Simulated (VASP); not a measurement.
# Mg5Te2 (P6/mmm) in VASP: notebook

The runs below take Mg5Te2 through single point, with PBE.

All numbers are computed with VASP 6.6.1; they aren't measurements. Logs are shortened: lines on timing, memory, paths and dates and some standing lists are left out, and cuts for length are marked.

**1. The cell of the first run**

It takes space group P6/mmm (No. 191, hexagonal). The conventional cell has a = 5.661 Å, b = 5.661 Å, c = 6.386 Å, α = 90.00°, β = 90.00°, γ = 120.00°. Mg (site symmetry -6m2) has 3 Te at 3.27 Å and 9 Mg at 3.27 to 3.59 Å within 4.3 Å. Mg (site symmetry mmm) has 2 Te at 2.83 Å and 8 Mg at 2.83 to 3.59 Å within 3.7 Å. Te (site symmetry 6/mmm) has 2 Te at 3.19 Å and 18 Mg at 3.27 to 4.27 Å within 4.3 Å. Within 3.7 Å of Te (site symmetry 6/mmm) lie 6 Mg at 2.83 Å and 2 Te at 3.19 Å.

The cell was generated, and may not be a known phase.

**2. Single point, PBE**

Input file INCAR:

```
  PREC = Accurate
  ENCUT = 520
  EDIFF = 1E-6
  ISMEAR = 0
  SIGMA = 0.1
  LREAL = False
  LASPH = True
  NELM = 100
  ALGO = Fast
  ISIF = 2
  LWAVE = False
  LCHARG = False
  GGA = PE
  NBANDS = 20
```

Input file KPOINTS:

```
regular mesh
0
Gamma
  6 6 4
```

Input file POSCAR:

```
Mg5Te2
1.0
    5.6614168800      0.0000000000      0.0000000000
   -2.8307084400      4.9029308400      0.0000000000
    0.0000000000      0.0000000000      6.3857193900
Mg Te
5 2
Direct
    0.3333333300      0.6666666700      0.5000000000
    0.6666666700      0.3333333300      0.5000000000
    0.5000000000      0.0000000000      0.0000000000
    0.0000000000      0.5000000000      0.0000000000
    0.5000000000      0.5000000000      0.0000000000
    0.0000000000      0.0000000000      0.5000000000
    0.0000000000      0.0000000000      0.0000000000
```

Potentials or basis: VASP PAW PBE potentials, release 64 (Mg, Te).

The run is started by

```
$ cat potpaw_PBE.64/Mg/POTCAR potpaw_PBE.64/Te/POTCAR > POTCAR
$ mpirun -np 1 vasp_std > vasp.out
```

OUTCAR:

```text
PREC = Accurate
   ENCUT = 520
   EDIFF = 1E-6
   ISMEAR = 0
   LREAL = False
   LASPH = True
   NELM = 100
   ISIF = 2
   GGA = PE

 ion  position               nearest neighbor table
   1  0.333  0.667  0.500-   6 3.27   2 3.27   2 3.27   6 3.27   6 3.27   2 3.27   4 3.59   4 3.59
                             3 3.59   3 3.59   5 3.59   5 3.59
   2  0.667  0.333  0.500-   6 3.27   1 3.27   1 3.27   6 3.27   6 3.27   1 3.27   4 3.59   4 3.59
                             3 3.59   3 3.59   5 3.59   5 3.59
   3  0.500  0.000  0.000-   7 2.83   7 2.83   4 2.83   5 2.83   5 2.83   4 2.83   2 3.59   2 3.59
                             1 3.59   1 3.59
   4  0.000  0.500  0.000-   5 2.83   5 2.83   7 2.83   7 2.83   3 2.83   3 2.83   2 3.59   2 3.59
                             1 3.59   1 3.59
   5  0.500  0.500  0.000-   4 2.83   4 2.83   7 2.83   3 2.83   3 2.83   7 2.83   2 3.59   2 3.59
                             1 3.59   1 3.59
   6  0.000  0.000  0.500-   7 3.19   7 3.19   1 3.27   2 3.27   2 3.27   1 3.27   2 3.27   1 3.27

   7  0.000  0.000  0.000-   3 2.83   3 2.83   5 2.83   4 2.83   4 2.83   5 2.83   6 3.19   6 3.19

  LATTYP: Found a hexagonal cell.
 ALAT       =     5.6614168800
 C/A-ratio  =     1.1279366147

  Lattice vectors:

 A1 = (   5.6614168800,   0.0000000000,   0.0000000000)
 A2 = (  -2.8307084400,   4.9029308400,   0.0000000000)
 A3 = (   0.0000000000,   0.0000000000,   6.3857193900)

Analysis of symmetry for initial positions (statically):
=====================================================================
 Subroutine PRICEL returns:
 Original cell was already a primitive cell.

 Routine SETGRP: Setting up the symmetry group for a
 hexagonal supercell.

 Subroutine GETGRP returns: Found 24 space group operations
 (whereof 24 operations were pure point group operations)
 out of a pool of 24 trial point group operations.

The static configuration has the point symmetry D_6h.

Analysis of symmetry for dynamics (positions and initial velocities):
=====================================================================
 Subroutine PRICEL returns:
 Original cell was already a primitive cell.

 Routine SETGRP: Setting up the symmetry group for a
 hexagonal supercell.

 Subroutine GETGRP returns: Found 24 space group operations
 (whereof 24 operations were pure point group operations)
 out of a pool of 24 trial point group operations.

The dynamic configuration has the point symmetry D_6h.
[... 101 lines left out ...]
   LSORBIT =      F    spin-orbit coupling
   LASPH  =      T    aspherical Exc in radial PAW
   ENCUT  =  520.0 eV  38.22 Ry    6.18 a.u.  10.53 10.53 11.87*2*pi/ulx,y,z
   NELM   =    100;   NELMIN=  2; NELMDL= -5     # of ELM steps
   EDIFF  = 0.1E-05   stopping-criterion for ELM
   LREAL  =      F    real-space projection
[... 7 lines left out ...]
   TEBEG  =    0.0;   TEEND  =   0.0 temperature during run
   PSTRESS=    0.0 pullay stress
   NELECT =      22.0000    total number of electrons
   NUPDOWN=      -1.0000    fix difference up-down
   EMIN   =  10.00;   EMAX   =-10.00  energy-range for DOS
   EFERMI =   0.00;   METHOD = LEGACY
   ISMEAR =     0;   SIGMA  =   0.10  broadening in eV -4-tet -1-fermi 0-gaus
   EFERMI_NEDOS =   21; number of points for ismear=-14 and -15
   IALGO  =     68    algorithm
   IMIX   =      4    mixing-type and parameters
     AMIX     =   0.40;   BMIX     =  1.00
     AMIX_MAG =   1.60;   BMIX_MAG =  1.00
  volume/ion in A,a.u.               =      25.32       170.88
  Fermi-wavevector in a.u.,A,eV,Ry     =   0.816618  1.543184  9.073243  0.666865
  Thomas-Fermi vector in A             =   1.926918
   LORBIT       =      0    0 simple, 1 ext, 2 COOP (PROOUT), +10 PAW based schemes
   GGA     = PE    functional components
   LHFCALC =     F    Hartree Fock is set to
   AEXX    =    0.0000 exact exchange contribution
   IVDW    =     0    specifies the selected vdW correction
   LEPSILON=     F    determine dielectric tensor
   LRPA    =     F    only Hartree local field effects (RPA)
 non-spin polarized calculation
 RMM-DIIS sequential band-by-band and
 Gauss-broadening in eV      SIGMA  =   0.10
  energy-cutoff  :      520.00
  volume of cell :      177.25
 maximum number of plane-waves:      4805
   NGX = 21   NGY = 21   NGZ = 23

 number of electron      21.9999999 magnetization

 Free energy of the ion-electron system (eV)
  ---------------------------------------------------
  ext. energy  EPLUGINS =         0.00000000
  ---------------------------------------------------
  free energy    TOTEN  =       -13.41683786 eV

  energy without entropy =      -13.38521038  energy(sigma->0) =      -13.40102412

 E-fermi :   4.4028     XC(G=0):  -8.8031

 val. band max:        4.3864565116   @ k =   0.0000   0.0000   0.2500
 cond. band min:       4.4107733369   @ k =   0.3333   0.3333   0.5000
 fundamental gap:      0.0243168252
 Fermi energy:         4.4028281252

 k-point     1 :       0.0000    0.0000    0.0000
  band No.  band energies     occupation
      1      -8.5867      2.00000
      2      -6.5732      2.00000
      3      -1.2288      2.00000
      4      -0.3555      2.00000
      5      -0.3555      2.00000
      6       0.0165      2.00000
[... 472 lines left out ...]
     19       9.3707      0.00000
     20       9.3713      0.00000

------------------------ aborting loop because EDIFF is reached ----------------------------------------

  FORCE on cell =-STRESS in cart. coord.  units (eV):
  Direction    XX          YY          ZZ          XY          YZ          ZX
  --------------------------------------------------------------------------------------
  -------------------------------------------------------------------------------------
  Total        7.8308962      7.8308962     -5.4276499      0.0000000     -0.0000000      0.0000000
  in kB       70.7833834     70.7833834    -49.0604669      0.0000000     -0.0000000      0.0000000
  external PRESSURE =      30.8354333 kB  Pullay stress =       0.0000000 kB

 VOLUME and BASIS-vectors are now :
 -----------------------------------------------------------------------------
  energy-cutoff  :      520.00
  volume of cell :      177.25
      direct lattice vectors                 reciprocal lattice vectors
     5.661416880  0.000000000  0.000000000     0.176634228  0.101979819  0.000000000
    -2.830708440  4.902930840  0.000000000     0.000000000  0.203959638  0.000000000
     0.000000000  0.000000000  6.385719390     0.000000000  0.000000000  0.156599427

 POSITION                                       TOTAL-FORCE (eV/Angst)
 -----------------------------------------------------------------------------------
     -0.00000      3.26862      3.19286         0.000000     -0.000000     -0.000000
      2.83071      1.63431      3.19286        -0.000000      0.000000      0.000000
      2.83071      0.00000      0.00000         0.000000     -0.000000      0.000000
     -1.41535      2.45147      0.00000         0.000000     -0.000000      0.000000
      1.41535      2.45147      0.00000         0.000000     -0.000000      0.000000
      0.00000      0.00000      3.19286         0.000000     -0.000000      0.000000
      0.00000      0.00000      0.00000         0.000000     -0.000000      0.000000
 -----------------------------------------------------------------------------------
    total drift:                               -0.000000      0.000000     -0.000000

  FREE ENERGIE OF THE ION-ELECTRON SYSTEM (eV)
  ---------------------------------------------------
  free  energy   TOTEN  =       -13.4168378627 eV

  energy  without entropy=      -13.3852103849  energy(sigma->0) =      -13.40102412
```

OSZICAR:

```text
N       E                     dE             d eps       ncg     rms          rms(c)
DAV:   1     0.518197213383E+02    0.51820E+02   -0.70025E+03   840   0.821E+02
DAV:   2    -0.897477204521E+01   -0.60794E+02   -0.58087E+02  1072   0.113E+02
DAV:   3    -0.135262637593E+02   -0.45515E+01   -0.44837E+01  1048   0.282E+01
DAV:   4    -0.136057109115E+02   -0.79447E-01   -0.79188E-01  1004   0.441E+00
DAV:   5    -0.136071102744E+02   -0.13994E-02   -0.13992E-02  1032   0.625E-01    0.907E+00
RMM:   6    -0.134639616338E+02    0.14315E+00   -0.11979E-01   868   0.106E+00    0.526E+00
RMM:   7    -0.134222062236E+02    0.41755E-01   -0.10323E-01   916   0.120E+00    0.127E+00
RMM:   8    -0.134182483168E+02    0.39579E-02   -0.14750E-02   921   0.593E-01    0.262E-01
RMM:   9    -0.134168945035E+02    0.13538E-02   -0.31263E-03   924   0.286E-01    0.751E-02
RMM:  10    -0.134168409018E+02    0.53602E-04   -0.51161E-04   997   0.131E-01    0.479E-02
RMM:  11    -0.134168424321E+02   -0.15304E-05   -0.10502E-04  1072   0.554E-02    0.357E-02
RMM:  12    -0.134168378784E+02    0.45537E-05   -0.13655E-05   995   0.213E-02    0.857E-03
RMM:  13    -0.134168378627E+02    0.15756E-07   -0.33709E-06   853   0.113E-02
   1 F= -.13416838E+02 E0= -.13401024E+02  d E =-.316275E-01
```

stdout:

```text
POSCAR found type information on POSCAR MgTe
 POSCAR found :  2 types and       7 ions
 scaLAPACK will be used
 LDA part: xc-table for (Slater+PW92), standard interpolation
 POSCAR, INCAR and KPOINTS ok, starting setup
 FFT: planning ... GRIDC
 FFT: planning ... GRID_SOFT
 FFT: planning ... GRID
 WAVECAR not read
 entering main loop
```

Wall time 64 s (1 thread of Intel Xeon Platinum 8488C (Sapphire Rapids), shared host); peak memory 0.31 GiB.

Results:

```yaml
Free_energy: -13.4168 eV
Pressure: 3.1 GPa
Band_gap_on_the_k_mesh: zero (bands 11 and 12 overlap by 0.98 eV)
```

Caveat: the stress differs along the axes, from -5 to 7 GPa; spin-orbit coupling is left out, which moves the levels of the heavy elements.

**3. Single point, PBE**

This run uses another cell than the first one, of 26.62 Å³/atom.

Input file INCAR:

```
SYSTEM = Mg5Te2
ALGO = Normal ; EDIFF = 1E-7
ENCUT = 520 ; GGA = PE
ISIF = 2 ; ISMEAR = 0
LASPH = .TRUE. ; LCHARG = .TRUE.
LELF = .TRUE. ; LREAL = .FALSE.
LVHAR = .TRUE. ; LWAVE = .FALSE.
NBANDS = 20 ; NELM = 60
PREC = Accurate ; SIGMA = 0.1
```

Input file KPOINTS:

```
k-points
0
G
  6 6 4
  0 0 0
```

Input file POSCAR:

```
Mg5Te2
1.0
    6.0021466602      0.0000000000      0.0000000000
   -3.0010733301      5.1980114850      0.0000000000
    0.0000000000      0.0000000000      5.9730402033
Mg Te
5 2
Direct
    0.3333333333      0.6666666667      0.5000000000
    0.6666666667      0.3333333333      0.5000000000
    0.5000000000      0.0000000000      0.0000000000
    0.0000000000      0.5000000000      0.0000000000
    0.5000000000      0.5000000000      0.0000000000
    0.0000000000      0.0000000000      0.5000000000
    0.0000000000      0.0000000000      0.0000000000
```

Potentials or basis: VASP PAW PBE potentials, release 64 (Mg, Te).

The run is started by

```
$ cat potpaw_PBE.64/Mg/POTCAR potpaw_PBE.64/Te/POTCAR > POTCAR
$ mpirun -np 1 vasp_std > vasp.out
```

Wall time 77 s (1 thread of Intel Xeon Platinum 8488C (Sapphire Rapids), shared host); peak memory 0.35 GiB.

The run converged. Its results:

```yaml
Free_energy: -14.1703 eV
Pressure: 0.0 GPa
Band_gap_on_the_k_mesh: zero (bands 11 and 12 overlap by 1.21 eV)
```

Stress tensor (GPa, compression positive):
```
 0.09  0.00  0.00
 0.00  0.09  0.00
 0.00  0.00 -0.28
```

Levels at points of the mesh, in eV from the Fermi level:
```tsv
k point	band 7	band 8	band 9	band 10	band 11	band 12	band 13	band 14	band 15	band 16
(0.00, 0.00, 0.00)	-1.88	-1.88	-1.56	-0.97	-0.97	-0.50	-0.50	2.63	2.78	2.78
(0.50, 0.00, 0.00)	-3.01	-2.12	-0.97	-0.93	0.38	0.58	1.28	1.36	1.78	2.18
(0.00, 0.00, 0.50)	-2.85	-2.85	-1.93	-1.70	-1.11	-0.12	-0.12	0.20	0.20	0.48
(0.50, 0.00, 0.50)	-2.96	-2.20	-1.82	-1.60	-0.62	0.35	1.62	2.07	2.33	2.57
```

Caveat: spin-orbit coupling is left out, which moves the levels of the heavy elements.

The gap in the log of VASP goes by the Fermi energy; the results here count the filled bands.